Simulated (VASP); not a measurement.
# TcSb2 (Fm-3m) in VASP: relaxation of cell and atoms with PBEsol

Aim: the relaxation of cell and atoms of TcSb2 with PBEsol.

Program: VASP 6.6.1. These are calculated values, not measurements. Logs are shortened: lines on timing, memory, paths and dates and some standing lists are left out, and cuts for length are marked.

### 1 The cell of the first run

Symmetry: Fm-3m, No. 225, cubic system. The conventional cell has a = 6.410 Å, b = 6.410 Å, c = 6.410 Å, α = 90.00°, β = 90.00°, γ = 90.00°. Tc (site symmetry m-3m) has 8 Sb at 2.78 Å within 3.7 Å. Within 3.7 Å of Sb (site symmetry -43m) lie 4 Tc at 2.78 Å and 6 Sb at 3.21 Å.

### 2 Relaxation of cell and atoms, PBEsol

File INCAR:

```
ALGO = Normal ; EDIFF = 1E-7
EDIFFG = -0.02 ; ENCUT = 500
GGA = PS ; GGA_COMPAT = F
IBRION = 2 ; ISIF = 3
ISMEAR = -1 ; LASPH = T
LCHARG = F ; LREAL = F
LWAVE = F ; NELM = 120
NELMIN = 4 ; NSW = 50
PREC = Accurate ; SIGMA = 0.1
```

File KPOINTS:

```
k-points
0
Gamma
  6 6 6
```

File POSCAR:

```
TcSb2
1.0
    0.0000000000      3.2050000000      3.2050000000
    3.2050000000      0.0000000000      3.2050000000
    3.2050000000      3.2050000000      0.0000000000
Tc Sb
1 2
Direct
    0.0000000000      0.0000000000      0.0000000000
    0.2500000000      0.2500000000      0.2500000000
    0.7500000000      0.7500000000      0.7500000000
```

Potentials or basis: VASP PAW PBE potentials, release 64 (Tc_pv, Sb).

Launch:

```
> cat potpaw_PBE.64/Tc_pv/POTCAR potpaw_PBE.64/Sb/POTCAR > POTCAR
> mpirun -np 1 vasp_std > vasp.out
```

OUTCAR:

```text
EDIFF = 1E-7
   EDIFFG = -0.02
   ENCUT = 500
   GGA = PS
   IBRION = 2
   ISIF = 3
   ISMEAR = -1
   LASPH = T
   LREAL = F
   NELM = 120
   NELMIN = 4
   NSW = 50
   PREC = Accurate

 ion  position               nearest neighbor table
   1  0.000  0.000  0.000-   3 2.78   3 2.78   3 2.78   2 2.78   3 2.78   2 2.78   2 2.78   2 2.78

   2  0.250  0.250  0.250-   1 2.78   1 2.78   1 2.78   1 2.78   3 3.21   3 3.21   3 3.21   3 3.21
                             3 3.21   3 3.21
   3  0.750  0.750  0.750-   1 2.78   1 2.78   1 2.78   1 2.78   2 3.21   2 3.21   2 3.21   2 3.21
                             2 3.21   2 3.21

  LATTYP: Found a face centered cubic cell.
 ALAT       =     6.4100000000

  Lattice vectors:

 A1 = (   0.0000000000,   3.2050000000,   3.2050000000)
 A2 = (   3.2050000000,   0.0000000000,   3.2050000000)
 A3 = (   3.2050000000,   3.2050000000,   0.0000000000)

Analysis of symmetry for initial positions (statically):
=====================================================================
 Subroutine PRICEL returns:
 Original cell was already a primitive cell.

 Routine SETGRP: Setting up the symmetry group for a
 face centered cubic supercell.

 Subroutine GETGRP returns: Found 48 space group operations
 (whereof 48 operations were pure point group operations)
 out of a pool of 48 trial point group operations.

The static configuration has the point symmetry O_h .

Analysis of symmetry for dynamics (positions and initial velocities):
=====================================================================
 Subroutine PRICEL returns:
 Original cell was already a primitive cell.

 Routine SETGRP: Setting up the symmetry group for a
 face centered cubic supercell.

 Subroutine GETGRP returns: Found 48 space group operations
 (whereof 48 operations were pure point group operations)
 out of a pool of 48 trial point group operations.

The dynamic configuration has the point symmetry O_h .

 Subroutine INISYM returns: Found 48 space group operations
 (whereof 48 operations are pure point group operations),
 and found     1 'primitive' translations

----------------------------------------------------------------------------------------

                                     Primitive cell

  volume of cell :      65.8437

  direct lattice vectors                    reciprocal lattice vectors
[... 72 lines left out ...]
   ISTART =      0    job   : 0-new  1-cont  2-samecut
   ICHARG =      2    charge: 1-file 2-atom 10-const
   ISPIN  =      1    spin polarized calculation?
   LNONCOLLINEAR =      F non collinear calculations
   LSORBIT =      F    spin-orbit coupling
   LASPH  =      T    aspherical Exc in radial PAW
   ENCUT  =  500.0 eV  36.75 Ry    6.06 a.u.   8.26  8.26  8.26*2*pi/ulx,y,z
   NELM   =    120;   NELMIN=  4; NELMDL= -5     # of ELM steps
   EDIFF  = 0.1E-06   stopping-criterion for ELM
   LREAL  =      F    real-space projection
   EDIFFG = -.2E-01   stopping-criterion for IOM
   NSW    =     50    number of steps for IOM
   IBRION =      2    ionic relax: 0-MD 1-quasi-New 2-CG
   NFREE  =      1    steps in history (QN), initial steepest desc. (CG)
   ISIF   =      3    stress and relaxation
   ISYM   =      2    0-nonsym 1-usesym 2-fastsym
   POTIM  = 0.5000    time-step for ionic-motion
   TEBEG  =    0.0;   TEEND  =   0.0 temperature during run
   PSTRESS=    0.0 pullay stress
   NELECT =      23.0000    total number of electrons
   NUPDOWN=      -1.0000    fix difference up-down
   EMIN   =  10.00;   EMAX   =-10.00  energy-range for DOS
   EFERMI =   0.00;   METHOD = LEGACY
   ISMEAR =    -1;   SIGMA  =   0.10  broadening in eV -4-tet -1-fermi 0-gaus
   EFERMI_NEDOS =   21; number of points for ismear=-14 and -15
   IALGO  =     38    algorithm
   IMIX   =      4    mixing-type and parameters
     AMIX     =   0.40;   BMIX     =  1.00
     AMIX_MAG =   1.60;   BMIX_MAG =  1.00
  volume/ion in A,a.u.               =      21.95       148.11
  Fermi-wavevector in a.u.,A,eV,Ry     =   1.152956  2.178771 18.086328  1.329308
  Thomas-Fermi vector in A             =   2.289603
   LORBIT       =      0    0 simple, 1 ext, 2 COOP (PROOUT), +10 PAW based schemes
   GGA     = PS    functional components
   LHFCALC =     F    Hartree Fock is set to
   AEXX    =    0.0000 exact exchange contribution
   IVDW    =     0    specifies the selected vdW correction
   LEPSILON=     F    determine dielectric tensor
   LRPA    =     F    only Hartree local field effects (RPA)
 conjugate gradient relaxation of ions
 non-spin polarized calculation
  energy-cutoff  :      500.00
  volume of cell :       65.84
 maximum number of plane-waves:      1687
 NGX is ok and might be reduce to    36
   NGX = 17   NGY = 17   NGZ = 17

--------------------------------------- Ionic step        1  -------------------------------------------

 number of electron      23.0000002 magnetization

 Free energy of the ion-electron system (eV)
  ---------------------------------------------------
  ext. energy  EPLUGINS =         0.00000000
  ---------------------------------------------------
  free energy    TOTEN  =       -19.97532622 eV

  energy without entropy =      -19.89666469  energy(sigma->0) =      -19.93599546

------------------------ aborting loop because EDIFF is reached ----------------------------------------

  FORCE on cell =-STRESS in cart. coord.  units (eV):
  Direction    XX          YY          ZZ          XY          YZ          ZX
  --------------------------------------------------------------------------------------
  -------------------------------------------------------------------------------------
  Total       -0.5197815     -0.5197815     -0.5197815      0.0000000      0.0000000     -0.0000000
  in kB      -12.6478675    -12.6478675    -12.6478675      0.0000000      0.0000000     -0.0000000
  external PRESSURE =     -12.6478675 kB  Pullay stress =       0.0000000 kB
[... 61 lines left out ...]
--------------------------------------- Ionic step        3  -------------------------------------------

 number of electron      23.0000001 magnetization

 Free energy of the ion-electron system (eV)
  ---------------------------------------------------
  ext. energy  EPLUGINS =         0.00000000
  ---------------------------------------------------
  free energy    TOTEN  =       -19.97803242 eV

  energy without entropy =      -19.90162585  energy(sigma->0) =      -19.93982913

 E-fermi :   9.5357     XC(G=0): -11.1582

 val. band max:        9.4782519314   @ k =  -0.3333   0.3333   0.1667
 cond. band min:       9.7314389399   @ k =   0.5000   0.3333   0.1667
 fundamental gap:      0.2531870085
 Fermi energy:         9.5357417412

 k-point     1 :       0.0000    0.0000    0.0000
  band No.  band energies     occupation
      1     -28.5222      2.00000
      2     -28.5222      2.00000
      3     -28.5222      2.00000
      4      -3.1159      2.00000
      5       3.9798      2.00000
      6       5.0457      2.00000
      7       5.0457      2.00000
      8       5.0457      2.00000
      9       8.4909      1.99994
     10       8.4909      1.99994
     11      11.7369      0.00000
     12      11.7369      0.00000
     13      11.7369      0.00000
     14      13.2699      0.00000
[... 299 lines left out ...]
  FREE ENERGIE OF THE ION-ELECTRON SYSTEM (eV)
  ---------------------------------------------------
  free  energy   TOTEN  =       -19.9780324173 eV

  energy  without entropy=      -19.9016258492  energy(sigma->0) =      -19.93982913

 reached required accuracy - stopping structural energy minimisation
```

OSZICAR:

```text
N       E                     dE             d eps       ncg     rms          rms(c)
DAV:   1     0.183454286759E+03    0.18345E+03   -0.10756E+04   512   0.125E+03
DAV:   2    -0.144505677997E+02   -0.19790E+03   -0.19623E+03   585   0.302E+02
DAV:   3    -0.202333697645E+02   -0.57828E+01   -0.57153E+01   599   0.633E+01
[... 27 lines left out ...]
DAV:   4    -0.199778812577E+02    0.72449E-03   -0.10135E-02   508   0.847E-01    0.129E-01
DAV:   5    -0.199779876032E+02   -0.10635E-03   -0.37768E-04   592   0.159E-01    0.952E-02
DAV:   6    -0.199780326878E+02   -0.45085E-04   -0.98724E-05   536   0.711E-02    0.147E-02
DAV:   7    -0.199780323235E+02    0.36431E-06   -0.15815E-05   600   0.234E-02    0.532E-03
DAV:   8    -0.199780324173E+02   -0.93866E-07   -0.31903E-07   453   0.444E-03
   3 F= -.19978032E+02 E0= -.19939829E+02  d E =-.270619E-02
```

CONTCAR:

```text
TcSb2
   1.00000000000000
    -0.0000000000000000    3.1940112248135035    3.1940112248135035
     3.1940112248135035    0.0000000000000000    3.1940112248135035
     3.1940112248135035    3.1940112248135035   -0.0000000000000000
  Tc              Sb
     1     2
Direct
     0.0000000000000000    0.0000000000000000    0.0000000000000000
     0.2500000000000000    0.2500000000000000    0.2500000000000000
     0.7500000000000000    0.7500000000000000    0.7500000000000000

  0.00000000E+00  0.00000000E+00  0.00000000E+00
  0.00000000E+00  0.00000000E+00  0.00000000E+00
  0.00000000E+00  0.00000000E+00  0.00000000E+00
```

Run time: 58 s. Hardware: 1 thread of AMD EPYC 7R43 (Zen 3), shared host; peak memory 0.19 GiB.

Results:

| Item | Value |
| --- | --- |
| Free energy | -19.9780 eV |
| Relaxed volume | 21.72 Å³/atom |
| Relaxed cell | a = 4.517 Å, b = 4.517 Å, c = 4.517 Å, α = 60.00°, β = 60.00°, γ = 60.00° |
| Space group after relaxing (to 0.1 Å) | Fm-3m (No. 225) |
| Energy gained by relaxing | 0.9 meV/atom |
| Ionic steps | 3 |
| Pressure after relaxing | 0.0 GPa |
| Band gap on the k mesh | zero (an odd number of electrons rules out a gap without spin polarisation) |

Step by step:
```
step  energy change (eV)  largest force (eV/Å)  pressure (GPa)  volume (Å³)
   1              0.0000                0.0000           -1.26        65.84
   2              0.0030                0.0000            1.94        64.21
   3             -0.0027                0.0000            0.01        65.17
```

Final structure:
```yaml
crystal:
  lattice:
    - [0.00000, 3.19401, 3.19401]
    - [3.19401, 0.00000, 3.19401]
    - [3.19401, 3.19401, 0.00000]
  atoms:
    - { symbol: Tc, position: [0.00000, 0.00000, 0.00000] }
    - { symbol: Sb, position: [0.25000, 0.25000, 0.25000] }
    - { symbol: Sb, position: [0.75000, 0.75000, 0.75000] }
```

Caveat: the PAW data sets were made with another functional, which shifts forces and pressure a little; spin-orbit coupling is left out, which moves the levels of the heavy elements.

The gap in the log of VASP goes by the Fermi energy; the results here count the filled bands.